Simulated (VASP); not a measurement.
# Sn2TeO3 (P-4m2) in VASP: a series of runs

Sn2TeO3 is run at these levels: PBE; tasks: single point.

Everything below comes from runs of VASP 6.6.1. Logs are shortened: lines on timing, memory, paths and dates and some standing lists are left out, and cuts for length are marked.

## Step 1: The cell of the first run

The structure is tetragonal, space group P-4m2 (No. 115). The conventional cell has a = 3.621 Å, b = 3.621 Å, c = 8.045 Å, α = 90.00°, β = 90.00°, γ = 90.00°. Sn (site symmetry 2mm) has 7 O at 2.75 to 2.87 Å and 2 Te at 2.77 Å within 3.6 Å. Within 3.4 Å of Te (site symmetry -4m2) lie 4 O at 2.56 Å and 4 Sn at 2.77 Å. O (site symmetry 2mm) has 5 Sn at 2.75 to 2.87 Å and 6 O at 3.17 to 3.58 Å and 2 Te at 3.58 Å within 3.6 Å. O (site symmetry -4m2) has 4 Te at 2.56 Å and 4 Sn at 2.77 Å within 3.4 Å.

## Step 2: Single point, PBE

Contents of INCAR:

```
SYSTEM = Sn2TeO3
ALGO = Normal ; EDIFF = 1E-6
ENCUT = 520 ; GGA = PE
ISIF = 2 ; ISMEAR = 0
LASPH = .TRUE. ; LCHARG = .FALSE.
LREAL = .FALSE. ; LWAVE = .FALSE.
NBANDS = 35 ; NELM = 100
PREC = Accurate ; SIGMA = 0.1
```

Contents of KPOINTS:

```
k-points
0
G
  6 6 2
  0 0 0
```

Contents of POSCAR:

```
Sn2TeO3
1.0
    3.6214179700      0.0000000000      0.0000000000
    0.0000000000      3.6214179700      0.0000000000
    0.0000000000      0.0000000000      8.0446531900
Sn Te O
2 1 3
Direct
    0.5000000000      0.0000000000      0.7398749000
    0.0000000000      0.5000000000      0.2601251000
    0.5000000000      0.5000000000      0.0000000000
    0.5000000000      0.0000000000      0.3835413500
    0.0000000000      0.5000000000      0.6164586500
    0.0000000000      0.0000000000      0.0000000000
```

Potentials or basis: VASP PAW PBE potentials, release 64 (Sn_d, Te, O).

Started as:

```sh
cat potpaw_PBE.64/Sn_d/POTCAR potpaw_PBE.64/Te/POTCAR potpaw_PBE.64/O/POTCAR > POTCAR
mpirun -np 1 vasp_std > vasp.out
```

OUTCAR:

```text
SYSTEM = Sn2TeO3
   EDIFF = 1E-6
   ENCUT = 520
   GGA = PE
   ISIF = 2
   ISMEAR = 0
   LASPH = .TRUE.
   LREAL = .FALSE.
   NELM = 100
   PREC = Accurate

 ion  position               nearest neighbor table
   1  0.500  0.000  0.740-   5 2.75   5 2.75   5 2.75   5 2.75   3 2.77   6 2.77   6 2.77   3 2.77

   2  0.000  0.500  0.260-   4 2.75   4 2.75   4 2.75   4 2.75   6 2.77   3 2.77   6 2.77   3 2.77

   3  0.500  0.500  0.000-   6 2.56   6 2.56   6 2.56   6 2.56   2 2.77   2 2.77   1 2.77   1 2.77

   4  0.500  0.000  0.384-   2 2.75   2 2.75   2 2.75   2 2.75
   5  0.000  0.500  0.616-   1 2.75   1 2.75   1 2.75   1 2.75
   6  0.000  0.000  0.000-   3 2.56   3 2.56   3 2.56   3 2.56   2 2.77   1 2.77   1 2.77   2 2.77

  LATTYP: Found a simple tetragonal cell.
 ALAT       =     3.6214179700
 C/A-ratio  =     2.2214097507

  Lattice vectors:

 A1 = (   3.6214179700,   0.0000000000,   0.0000000000)
 A2 = (   0.0000000000,   3.6214179700,   0.0000000000)
 A3 = (   0.0000000000,   0.0000000000,   8.0446531900)

Analysis of symmetry for initial positions (statically):
=====================================================================
 Subroutine PRICEL returns:
 Original cell was already a primitive cell.

 Routine SETGRP: Setting up the symmetry group for a
 simple tetragonal supercell.

 Subroutine GETGRP returns: Found  8 space group operations
 (whereof  8 operations were pure point group operations)
 out of a pool of 16 trial point group operations.

The static configuration has the point symmetry D_2d.

Analysis of symmetry for dynamics (positions and initial velocities):
=====================================================================
 Subroutine PRICEL returns:
 Original cell was already a primitive cell.

 Routine SETGRP: Setting up the symmetry group for a
 simple tetragonal supercell.

 Subroutine GETGRP returns: Found  8 space group operations
 (whereof  8 operations were pure point group operations)
 out of a pool of 16 trial point group operations.

The dynamic configuration has the point symmetry D_2d.

 Subroutine INISYM returns: Found  8 space group operations
 (whereof  8 operations are pure point group operations),
 and found     1 'primitive' translations

[... 95 lines left out ...]
   ENCUT  =  520.0 eV  38.22 Ry    6.18 a.u.   6.73  6.73 14.96*2*pi/ulx,y,z
   NELM   =    100;   NELMIN=  2; NELMDL= -5     # of ELM steps
   EDIFF  = 0.1E-05   stopping-criterion for ELM
   LREAL  =      F    real-space projection
   EDIFFG = 0.1E-04   stopping-criterion for IOM
   NSW    =      0    number of steps for IOM
   IBRION =     -1    ionic relax: 0-MD 1-quasi-New 2-CG
   NFREE  =      0    steps in history (QN), initial steepest desc. (CG)
   ISIF   =      2    stress and relaxation
   ISYM   =      2    0-nonsym 1-usesym 2-fastsym
   POTIM  = 0.5000    time-step for ionic-motion
   TEBEG  =    0.0;   TEEND  =   0.0 temperature during run
   PSTRESS=    0.0 pullay stress
   NELECT =      52.0000    total number of electrons
   NUPDOWN=      -1.0000    fix difference up-down
   EMIN   =  10.00;   EMAX   =-10.00  energy-range for DOS
   EFERMI =   0.00;   METHOD = LEGACY
   ISMEAR =     0;   SIGMA  =   0.10  broadening in eV -4-tet -1-fermi 0-gaus
   EFERMI_NEDOS =   21; number of points for ismear=-14 and -15
   IALGO  =     38    algorithm
   IMIX   =      4    mixing-type and parameters
     AMIX     =   0.40;   BMIX     =  1.00
     AMIX_MAG =   1.60;   BMIX_MAG =  1.00
  volume/ion in A,a.u.               =      17.58       118.66
  Fermi-wavevector in a.u.,A,eV,Ry     =   1.293166  2.443730 22.752741  1.672279
  Thomas-Fermi vector in A             =   2.424829
   LORBIT       =      0    0 simple, 1 ext, 2 COOP (PROOUT), +10 PAW based schemes
   GGA     = PE    functional components
   LHFCALC =     F    Hartree Fock is set to
   AEXX    =    0.0000 exact exchange contribution
   IVDW    =     0    specifies the selected vdW correction
   LEPSILON=     F    determine dielectric tensor
   LRPA    =     F    only Hartree local field effects (RPA)
 non-spin polarized calculation
 Gauss-broadening in eV      SIGMA  =   0.10
  energy-cutoff  :      520.00
  volume of cell :      105.50
 maximum number of plane-waves:      2904
 NGX is ok and might be reduce to    28
   NGX = 13   NGY = 13   NGZ = 29

 number of electron      51.9999988 magnetization

 Free energy of the ion-electron system (eV)
  ---------------------------------------------------
  ext. energy  EPLUGINS =         0.00000000
  ---------------------------------------------------
  free energy    TOTEN  =       -25.74837237 eV

  energy without entropy =      -25.72349617  energy(sigma->0) =      -25.73593427

 E-fermi :   6.2779     XC(G=0): -10.4173

 val. band max:        6.2633365830   @ k =   0.3333   0.0000   0.0000
 cond. band min:       6.3173190597   @ k =   0.1667   0.1667   0.5000
 fundamental gap:      0.0539824767
 Fermi energy:         6.2779311801

 k-point     1 :       0.0000    0.0000    0.0000
  band No.  band energies     occupation
      1     -15.2395      2.00000
      2     -15.2295      2.00000
      3     -15.1864      2.00000
      4     -15.1771      2.00000
      5     -15.1713      2.00000
      6     -15.1713      2.00000
[... 749 lines left out ...]
     34      13.0605      0.00000
     35      15.1869      0.00000

------------------------ aborting loop because EDIFF is reached ----------------------------------------

  FORCE on cell =-STRESS in cart. coord.  units (eV):
  Direction    XX          YY          ZZ          XY          YZ          ZX
  --------------------------------------------------------------------------------------
  -------------------------------------------------------------------------------------
  Total       -2.9898491     -2.9898491      1.4254557      0.0000000      0.0000000     -0.0000000
  in kB      -45.4041160    -45.4041160     21.6470977      0.0000000      0.0000000     -0.0000000
  external PRESSURE =     -23.0537114 kB  Pullay stress =       0.0000000 kB

 VOLUME and BASIS-vectors are now :
 -----------------------------------------------------------------------------
  energy-cutoff  :      520.00
  volume of cell :      105.50
      direct lattice vectors                 reciprocal lattice vectors
     3.621417970  0.000000000  0.000000000     0.276134931  0.000000000  0.000000000
     0.000000000  3.621417970  0.000000000     0.000000000  0.276134931  0.000000000
     0.000000000  0.000000000  8.044653190     0.000000000  0.000000000  0.124306167

 POSITION                                       TOTAL-FORCE (eV/Angst)
 -----------------------------------------------------------------------------------
      1.81071      0.00000      5.95204        -0.000000     -0.000000     -5.058160
      0.00000      1.81071      2.09262         0.000000     -0.000000      5.058160
      1.81071      1.81071      0.00000        -0.000000      0.000000      0.000000
      1.81071      0.00000      3.08546        -0.000000     -0.000000     -1.320464
      0.00000      1.81071      4.95920        -0.000000     -0.000000      1.320464
      0.00000      0.00000      0.00000        -0.000000     -0.000000      0.000000
 -----------------------------------------------------------------------------------
    total drift:                                0.000000      0.000000      0.000000

  FREE ENERGIE OF THE ION-ELECTRON SYSTEM (eV)
  ---------------------------------------------------
  free  energy   TOTEN  =       -25.7483723679 eV

  energy  without entropy=      -25.7234961722  energy(sigma->0) =      -25.73593427
```

It took 56 s on 1 thread of Intel Xeon Platinum 8488C (Sapphire Rapids), shared host; peak memory 0.24 GiB.

What came out:

| Quantity | Value |
| --- | --- |
| Free energy | -25.7484 eV |
| Pressure | -2.3 GPa |
| Largest force | 5.058 eV/Å |
| Band gap on the k mesh | zero (band 26 reaches 6.75 eV, above the bottom of band 27 at 6.23 eV) |

Forces on the atoms (eV/Å):
```
Sn   0.000  0.000 -5.058
Sn   0.000  0.000  5.058
Te   0.000  0.000  0.000
O    0.000  0.000 -1.320
O    0.000  0.000  1.320
O    0.000  0.000  0.000
```

Caveat: the k points lie up to 0.39 Å⁻¹ apart; spin-orbit coupling is left out, which moves the levels of the heavy elements; forces of over 1 eV/Å act on the atoms, so gaps and moduli don't describe the material at rest.

## Step 3: Single point, PBE

This run uses another cell than the first one, of 17.93 Å³/atom, 1.020 times its volume.

Contents of INCAR:

```
ALGO = Normal
EDIFF = 1E-6
ENCUT = 520
GGA = PE
ISIF = 2
ISMEAR = 0
LASPH = True
LCHARG = False
LREAL = False
LWAVE = False
NBANDS = 35
NELM = 80
PREC = Accurate
SIGMA = 0.1
```

Contents of KPOINTS:

```
k-points
0
Gamma
  6 6 2
```

Contents of POSCAR:

```
Sn2TeO3
1.0
    3.3776527639      0.0000000000      0.0000000000
    0.0000000000      3.3776527639      0.0000000000
    0.0000000000      0.0000000000      9.4310783668
Sn Te O
2 1 3
Direct
    0.5000000000      0.0000000000      0.6470516702
    0.0000000000      0.5000000000      0.3529483298
    0.5000000000      0.5000000000      0.0000000000
    0.5000000000      0.0000000000      0.4175756648
    0.0000000000      0.5000000000      0.5824243352
    0.0000000000      0.0000000000      0.0000000000
```

Potentials or basis: VASP PAW PBE potentials, release 64 (Sn_d, Te, O).

Started as:

```sh
cat potpaw_PBE.64/Sn_d/POTCAR potpaw_PBE.64/Te/POTCAR potpaw_PBE.64/O/POTCAR > POTCAR
mpirun -np 1 vasp_std > vasp.out
```

Wall time 82 s (1 thread of Intel Xeon Platinum 8488C (Sapphire Rapids), shared host); peak memory 0.25 GiB.

Results (log left out):

```
Free energy            : -30.2883 eV
Pressure               : 0.0 GPa
Largest force          : 0.059 eV/Å
Band gap on the k mesh : zero (band 26 reaches 7.03 eV, above the bottom of band 27 at 6.18 eV)
```

Forces in eV/Å, atoms in the order of the input:
```
Sn   0.000  0.000  0.059
Sn   0.000  0.000 -0.059
Te   0.000  0.000  0.000
O    0.000  0.000 -0.021
O    0.000  0.000  0.021
O    0.000  0.000  0.000
```

Stress tensor (GPa, compression positive):
```
-0.13  0.00  0.00
 0.00 -0.13  0.00
 0.00  0.00  0.29
```

Levels at points of the mesh, in eV from the Fermi level:
```
           k point  band 23  band 24  band 25  band 26  band 27  band 28  band 29  band 30
(0.00, 0.00, 0.00)    -2.66    -2.66    -1.00     0.56     3.23     4.14     4.14     4.50
(0.50, 0.00, 0.00)    -2.53    -1.93    -1.73    -0.61    -0.10     1.44     1.62     1.89
(0.50, 0.50, 0.00)    -2.81    -1.71    -1.71    -0.72     3.15     3.15     3.60     3.81
(0.00, 0.00, 0.50)    -2.66    -2.66    -1.02     0.15     3.09     4.13     4.13     4.66
(0.50, 0.00, 0.50)    -2.10    -2.08    -1.74    -0.59    -0.29     1.44     1.61     1.91
(0.50, 0.50, 0.50)    -2.83    -1.74    -1.74    -0.77     3.04     3.04     3.38     3.44
```

Caveat: spin-orbit coupling is left out, which moves the levels of the heavy elements.
